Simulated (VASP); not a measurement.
# Bi (Im-3m) in VASP: notebook, part 2 of 2

VASP 6.6.1. The steps go on from the part before.

### 3 Single point, PBE

Contents of INCAR:

```
SYSTEM = Bi
PREC     = Accurate       ! precision mode
ENCUT    = 520            ! plane-wave cutoff, eV
EDIFF    = 1E-7           ! SCF threshold, eV
ISMEAR   = -1             ! smearing method
SIGMA    = 0.1            ! smearing width, eV
LREAL    = .FALSE.        ! projectors in reciprocal space
LASPH    = .TRUE.         ! aspherical terms in the spheres
NELM     = 100            ! most SCF steps
ALGO     = Normal         ! electronic algorithm
ISIF     = 2              ! what is computed and relaxed
LWAVE    = .FALSE.        ! write WAVECAR
LCHARG   = .FALSE.        ! write CHGCAR
GGA      = PE             ! functional
NBANDS   = 14             ! bands
```

Contents of KPOINTS:

```
regular mesh
0
G
  15 15 15
  0 0 0
```

Contents of POSCAR:

```
Bi
1.0
   -1.7645386918      1.7645386918      1.7645386918
    1.7645386918     -1.7645386918      1.7645386918
    1.7645386918      1.7645386918     -1.7645386918
Bi
1
Direct
    0.0000000000      0.0000000000      0.0000000000
```

Potentials or basis: VASP PAW PBE potentials, release 64 (Bi_d).

The run is started by

```bash
$ cat potpaw_PBE.64/Bi_d/POTCAR > POTCAR
$ mpirun -np 1 vasp_std > vasp.out
```

OUTCAR:

```text
SYSTEM = Bi
   PREC = Accurate
   ENCUT = 520
   EDIFF = 1E-7
   ISMEAR = -1
   LREAL = .FALSE.
   LASPH = .TRUE.
   NELM = 100
   ISIF = 2
   GGA = PE

 ion  position               nearest neighbor table
   1  0.000  0.000  0.000-

  LATTYP: Found a body centered cubic cell.
 ALAT       =     3.5290773836

  Lattice vectors:

 A1 = (  -1.7645386918,   1.7645386918,   1.7645386918)
 A2 = (   1.7645386918,  -1.7645386918,   1.7645386918)
 A3 = (   1.7645386918,   1.7645386918,  -1.7645386918)

Analysis of symmetry for initial positions (statically):
=====================================================================
 Subroutine PRICEL returns:
 Original cell was already a primitive cell.

 Routine SETGRP: Setting up the symmetry group for a
 body centered cubic supercell.

 Subroutine GETGRP returns: Found 48 space group operations
 (whereof 48 operations were pure point group operations)
 out of a pool of 48 trial point group operations.

The static configuration has the point symmetry O_h .

Analysis of symmetry for dynamics (positions and initial velocities):
[... 161 lines left out ...]
 Fermi energy:        13.1289486531

 k-point     1 :       0.0000    0.0000    0.0000
  band No.  band energies     occupation
      1     -10.5168      2.00000
      2     -10.5168      2.00000
      3     -10.5168      2.00000
      4     -10.1378      2.00000
      5     -10.1378      2.00000
      6      -3.5212      2.00000
      7      21.2363      0.00000
      8      21.2363      0.00000
      9      21.2363      0.00000
     10      23.3290      0.00000
     11      23.3290      0.00000
     12      23.3290      0.00000
     13      27.4389      0.00000
     14      27.4389      0.00000
[... 377 lines left out ...]
      1     -10.5913      2.00000
      2     -10.4143      2.00000
      3     -10.1979      2.00000
      4     -10.1582      2.00000
      5      -9.9951      2.00000
      6       2.4708      2.00000
      7       6.5514      2.00000
      8      11.2168      2.00000
      9      16.2496      0.00000
     10      22.6534      0.00000
     11      26.1609      0.00000
     12      26.2325      0.00000
     13      27.1664      0.00000
     14      33.5824      0.00000

 [... further k-points ...]
[... 5 lines left out ...]
  --------------------------------------------------------------------------------------
  -------------------------------------------------------------------------------------
  Total        6.0204748      6.0204748      6.0204748      0.0000000      0.0000000     -0.0000000
  in kB      438.9224338    438.9224338    438.9224338      0.0000000      0.0000000     -0.0000000
  external PRESSURE =     438.9224338 kB  Pullay stress =       0.0000000 kB

 VOLUME and BASIS-vectors are now :
 -----------------------------------------------------------------------------
  energy-cutoff  :      520.00
  volume of cell :       21.98
      direct lattice vectors                 reciprocal lattice vectors
    -1.764538692  1.764538692  1.764538692     0.000000000  0.283360179  0.283360179
     1.764538692 -1.764538692  1.764538692     0.283360179  0.000000000  0.283360179
     1.764538692  1.764538692 -1.764538692     0.283360179  0.283360179  0.000000000

 POSITION                                       TOTAL-FORCE (eV/Angst)
 -----------------------------------------------------------------------------------
      0.00000      0.00000      0.00000        -0.000000      0.000000     -0.000000
 -----------------------------------------------------------------------------------
    total drift:                                0.000000      0.000000      0.000000

  FREE ENERGIE OF THE ION-ELECTRON SYSTEM (eV)
  ---------------------------------------------------
  free  energy   TOTEN  =        -2.8233690789 eV

  energy  without entropy=       -2.8063620836  energy(sigma->0) =       -2.81486558
```

OSZICAR:

```text
N       E                     dE             d eps       ncg     rms          rms(c)
DAV:   1     0.114523546539E+03    0.11452E+03   -0.76952E+03  3452   0.139E+03
DAV:   2     0.317298810134E+01   -0.11135E+03   -0.10694E+03  3642   0.357E+02
DAV:   3    -0.271901754720E+01   -0.58920E+01   -0.58723E+01  4290   0.772E+01
DAV:   4    -0.283762022977E+01   -0.11860E+00   -0.11857E+00  4220   0.111E+01
DAV:   5    -0.284226252346E+01   -0.46423E-02   -0.46421E-02  4612   0.208E+00    0.780E-01
DAV:   6    -0.282977217076E+01    0.12490E-01   -0.65383E-03  4910   0.127E+00    0.426E-01
DAV:   7    -0.282354469608E+01    0.62275E-02   -0.44255E-03  5410   0.110E+00    0.707E-02
DAV:   8    -0.282338279271E+01    0.16190E-03   -0.37212E-04  4400   0.286E-01    0.801E-03
DAV:   9    -0.282337284921E+01    0.99435E-05   -0.11258E-05  4456   0.560E-02    0.523E-03
DAV:  10    -0.282336928483E+01    0.35644E-05   -0.11117E-06  5018   0.121E-02    0.708E-04
DAV:  11    -0.282336914196E+01    0.14287E-06   -0.26779E-08  2988   0.223E-03    0.309E-04
DAV:  12    -0.282336907890E+01    0.63058E-07   -0.20866E-08  2628   0.279E-03
   1 F= -.28233691E+01 E0= -.28148656E+01  d E =-.170070E-01
```

It took 59 s on 1 thread of Intel Xeon 8259CL, shared host; peak memory 0.15 GiB.

Results:

* Free energy: -2.8234 eV
* Pressure: 43.9 GPa

Levels at points of the mesh, in eV from the Fermi level:
```csv
k point,band 6,band 7,band 8,band 9,band 10,band 11
"(0.00, 0.00, 0.00)",-16.65,8.11,8.11,8.11,10.20,10.20
```

Caveat: spin-orbit coupling is left out, which moves the levels of the heavy elements.

### 4 Relaxation of cell and atoms, PBE, target pressure 44 GPa, at which the enthalpy is minimised

Contents of INCAR:

```
SYSTEM = Bi
  PREC = Accurate
  ENCUT = 600
  EDIFF = 1E-7
  ISMEAR = -1
  SIGMA = 0.1
  LREAL = .False.
  LASPH = .True.
  NELM = 100
  ALGO = Normal
  ISIF = 3
  LWAVE = .False.
  LCHARG = .False.
  GGA = PE
  IBRION = 2
  NSW = 60
  EDIFFG = -0.005
  PSTRESS = 440.0
```

Contents of KPOINTS:

```
regular mesh
0
Gamma
  15 15 15
  0 0 0
```

Contents of POSCAR:

```
Bi
1.0
   -1.7655371219      1.7655371219      1.7655371219
    1.7655371219     -1.7655371219      1.7655371219
    1.7655371219      1.7655371219     -1.7655371219
Bi
1
Direct
    0.0000000000      0.0000000000      0.0000000000
```

The run is started by

```bash
$ cat potpaw_PBE.64/Bi_d/POTCAR > POTCAR
$ mpirun -np 1 vasp_std > vasp.out
```

It took 74 s on 1 thread of Intel Xeon 8259CL, shared host; peak memory 0.17 GiB.

Results (log left out):

| Quantity | Value |
| --- | --- |
| Free energy | -2.8224 eV |
| Relaxed volume | 21.97 Å³/atom |
| Relaxed cell | a = 3.056 Å, b = 3.056 Å, c = 3.056 Å, α = 109.47°, β = 109.47°, γ = 109.47° |
| Space group after relaxing (to 0.05 Å) | Im-3m (No. 229) |
| Energy change on relaxing (the enthalpy is what falls) | +11.3 meV/atom |
| Ionic steps | 3 |
| Pressure after relaxing | 44.0 GPa |

The path:
```
step  energy change (eV)  largest force (eV/Å)  pressure (GPa)  volume (Å³)
   1              0.0000                0.0000           43.56        22.01
   2              0.0528                0.0000           45.56        21.82
   3              0.0113                0.0000           44.01        21.97
```

Final structure:
```yaml
crystal:
  lattice:
    - [-1.76443, 1.76443, 1.76443]
    - [1.76443, -1.76443, 1.76443]
    - [1.76443, 1.76443, -1.76443]
  atoms:
    - { symbol: Bi, position: [0.00000, 0.00000, 0.00000] }
```

Levels at points of the mesh, in eV from the Fermi level:
| k point | band 5 | band 6 | band 7 | band 8 | band 9 | band 10 | band 11 |
| --- | --- | --- | --- | --- | --- | --- | --- |
| (0.00, 0.00, 0.00) | -23.27 | -16.65 | 8.11 | 8.11 | 8.11 | 10.20 | 10.20 |

Caveat: the cell is relaxed towards a set pressure, so the enthalpy falls and the energy may rise; spin-orbit coupling is left out, which moves the levels of the heavy elements.
